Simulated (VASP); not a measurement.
# MgO (P6_3/mmc) in VASP: further runs, part 3 of 3

VASP 6.6.1. Earlier steps stand in the parts before.

## 5. Single point, PBE (the cell strained)

INCAR reads:

```
PREC     = Accurate       # precision mode
ENCUT    = 520            # plane-wave cutoff, eV
EDIFF    = 1E-6           # SCF threshold, eV
ISMEAR   = 0              # smearing method
SIGMA    = 0.05           # smearing width, eV
LREAL    = F              # projectors in reciprocal space
LASPH    = T              # aspherical terms in the spheres
NELM     = 100            # most SCF steps
ALGO     = Normal         # electronic algorithm
ISIF     = 2              # what is computed and relaxed
LWAVE    = F              # write WAVECAR
LCHARG   = T              # write CHGCAR
GGA      = PE             # functional
LELF     = T              # ELF
LVHAR    = T            
NBANDS   = 16             # bands
```

KPOINTS reads:

```
Automatic mesh
0
Gamma
  9 9 6
```

POSCAR reads:

```
MgO
1.0
    3.3980704147      0.0000000000      0.0000000000
   -1.6990352074      2.9428153030      0.0000000000
    0.0000000000      0.0000000000      4.5361391971
Mg O
2 2
Direct
    0.6666666667      0.3333333333      0.7500000000
    0.3333333333      0.6666666667      0.2500000000
    0.6666666667      0.3333333333      0.2500000000
    0.3333333333      0.6666666667      0.7500000000
```

Potentials or basis: VASP PAW PBE potentials, release 64 (Mg, O).

Command:

```console
$ cat potpaw_PBE.64/Mg/POTCAR potpaw_PBE.64/O/POTCAR > POTCAR
$ mpirun -np 1 vasp_std > vasp.out
```

OUTCAR:

```text
PREC = Accurate
   ENCUT = 520
   EDIFF = 1E-6
   ISMEAR = 0
   LREAL = F
   LASPH = T
   NELM = 100
   ISIF = 2
   GGA = PE

 ion  position               nearest neighbor table
   1  0.667  0.333  0.750-   4 1.96   4 1.96   4 1.96   3 2.27   3 2.27   2 3.00   2 3.00   2 3.00
                             2 3.00   2 3.00   2 3.00
   2  0.333  0.667  0.250-   3 1.96   3 1.96   3 1.96   4 2.27   4 2.27   1 3.00   1 3.00   1 3.00
                             1 3.00   1 3.00   1 3.00
   3  0.667  0.333  0.250-   2 1.96   2 1.96   2 1.96   1 2.27   1 2.27
   4  0.333  0.667  0.750-   1 1.96   1 1.96   1 1.96   2 2.27   2 2.27

  LATTYP: Found a hexagonal cell.
 ALAT       =     3.3980704147
 C/A-ratio  =     1.3349161858

  Lattice vectors:

 A1 = (   3.3980704147,   0.0000000000,   0.0000000000)
 A2 = (  -1.6990352074,   2.9428153030,   0.0000000000)
 A3 = (   0.0000000000,   0.0000000000,   4.5361391971)

Analysis of symmetry for initial positions (statically):
=====================================================================
 Subroutine PRICEL returns:
 Original cell was already a primitive cell.

 Routine SETGRP: Setting up the symmetry group for a
 hexagonal supercell.

 Subroutine GETGRP returns: Found 24 space group operations
 (whereof 12 operations were pure point group operations)
 out of a pool of 24 trial point group operations.

The static configuration has the point symmetry D_3d.
 The point group associated with its full space group is D_6h.

Analysis of symmetry for dynamics (positions and initial velocities):
=====================================================================
 Subroutine PRICEL returns:
 Original cell was already a primitive cell.

 Routine SETGRP: Setting up the symmetry group for a
 hexagonal supercell.

 Subroutine GETGRP returns: Found 24 space group operations
 (whereof 12 operations were pure point group operations)
 out of a pool of 24 trial point group operations.
[... 121 lines left out ...]
   ISMEAR =     0;   SIGMA  =   0.05  broadening in eV -4-tet -1-fermi 0-gaus
   EFERMI_NEDOS =   21; number of points for ismear=-14 and -15
   IALGO  =     38    algorithm
   IMIX   =      4    mixing-type and parameters
     AMIX     =   0.40;   BMIX     =  1.00
     AMIX_MAG =   1.60;   BMIX_MAG =  1.00
  volume/ion in A,a.u.               =      11.34        76.53
  Fermi-wavevector in a.u.,A,eV,Ry     =   1.156700  2.185847 18.203996  1.337956
  Thomas-Fermi vector in A             =   2.293318
   LORBIT       =      0    0 simple, 1 ext, 2 COOP (PROOUT), +10 PAW based schemes
   GGA     = PE    functional components
   LHFCALC =     F    Hartree Fock is set to
   AEXX    =    0.0000 exact exchange contribution
   IVDW    =     0    specifies the selected vdW correction
   LEPSILON=     F    determine dielectric tensor
   LRPA    =     F    only Hartree local field effects (RPA)
 non-spin polarized calculation
 Gauss-broadening in eV      SIGMA  =   0.05
  energy-cutoff  :      520.00
  volume of cell :       45.36
 maximum number of plane-waves:      1253
 NGX is ok and might be reduce to    28
   NGX = 13   NGY = 13   NGZ = 17

 number of electron      16.0000006 magnetization

 Free energy of the ion-electron system (eV)
  ---------------------------------------------------
  ext. energy  EPLUGINS =         0.00000000
  ---------------------------------------------------
  free energy    TOTEN  =       -23.53155308 eV

  energy without entropy =      -23.53155308  energy(sigma->0) =      -23.53155308

 E-fermi :   2.1563     XC(G=0):  -9.9528

 val. band max:        1.9311241821   @ k =   0.0000   0.0000   0.0000
 cond. band min:       5.0891174840   @ k =   0.0000   0.0000   0.0000
 fundamental gap:      3.1579933019
 Fermi energy:         2.1562534832

 k-point     1 :       0.0000    0.0000    0.0000
  band No.  band energies     occupation
      1     -14.9700      2.00000
      2     -13.8413      2.00000
      3      -1.8691      2.00000
      4       0.2929      2.00000
      5       0.2929      2.00000
      6       0.9349      2.00000
[... 433 lines left out ...]
      3      -1.5041      2.00000
      4      -0.8859      2.00000
      5      -0.8859      2.00000
      6       0.3467      2.00000
[... 8 lines left out ...]
     15      15.1058      0.00000
     16      18.5095      0.00000

 [... further k-points ...]
[... 5 lines left out ...]
  --------------------------------------------------------------------------------------
  -------------------------------------------------------------------------------------
  Total        1.9020294      1.9020294     -2.0674308     -0.0000000      0.0000000      0.0000000
  in kB       67.1809361     67.1809361    -73.0230250     -0.0000000      0.0000000      0.0000000
  external PRESSURE =      20.4462824 kB  Pullay stress =       0.0000000 kB

 VOLUME and BASIS-vectors are now :
 -----------------------------------------------------------------------------
  energy-cutoff  :      520.00
  volume of cell :       45.36
      direct lattice vectors                 reciprocal lattice vectors
     3.398070415  0.000000000  0.000000000     0.294284661  0.169905328  0.000000000
    -1.699035207  2.942815303  0.000000000     0.000000000  0.339810656  0.000000000
     0.000000000  0.000000000  4.536139197     0.000000000  0.000000000  0.220451789

 POSITION                                       TOTAL-FORCE (eV/Angst)
 -----------------------------------------------------------------------------------
      1.69904      0.98094      3.40210        -0.000000      0.000000     -0.000000
     -0.00000      1.96188      1.13403         0.000000     -0.000000     -0.000000
      1.69904      0.98094      1.13403         0.000000      0.000000     -0.000000
     -0.00000      1.96188      3.40210         0.000000     -0.000000      0.000000
 -----------------------------------------------------------------------------------
    total drift:                               -0.000000      0.000000     -0.000000

  FREE ENERGIE OF THE ION-ELECTRON SYSTEM (eV)
  ---------------------------------------------------
  free  energy   TOTEN  =       -23.5315530766 eV

  energy  without entropy=      -23.5315530766  energy(sigma->0) =      -23.53155308
```

Run time: 17 s. Hardware: 1 thread of Intel Xeon Platinum 8488C (Sapphire Rapids), shared host; peak memory 0.19 GiB.

Results:

| Property | Result |
| --- | --- |
| Free energy | -23.5316 eV |
| Pressure | 2.0 GPa |
| Band gap on the k mesh | 3.16 eV |

Caveat: the cell differs from its parent crystal (the cell strained).

## 6. Summary

| cell | gap on the mesh (eV) | pressure (GPa) |
| --- | --- | --- |
| a = 3.480, b = 3.480, c = 4.338 Å, angles 90.0, 90.0, 120.0°, 4 atoms | 3.21 | -0.4 |
| a = 3.562, b = 3.562, c = 4.141 Å, angles 90.0, 90.0, 120.0°, 4 atoms | 3.31 | -0.1 |
| a = 3.645, b = 3.645, c = 3.943 Å, angles 90.0, 90.0, 120.0°, 4 atoms | 3.43 | 3.6 |
| a = 3.398, b = 3.398, c = 4.536 Å, angles 90.0, 90.0, 120.0°, 4 atoms | 3.16 | 2.0 |

Alike in all rows: task single point; level PBE; potentials or basis VASP PAW PBE potentials, release 64 (Mg, O); no spin polarisation; k mesh 9 × 9 × 6; cutoff (eV) 520; smearing gaussian 0.05 eV.

Caveats: the cell stands under pressure (at least some runs).

Total energies depend on the potentials used, so only differences within one code and one set of settings carry meaning.
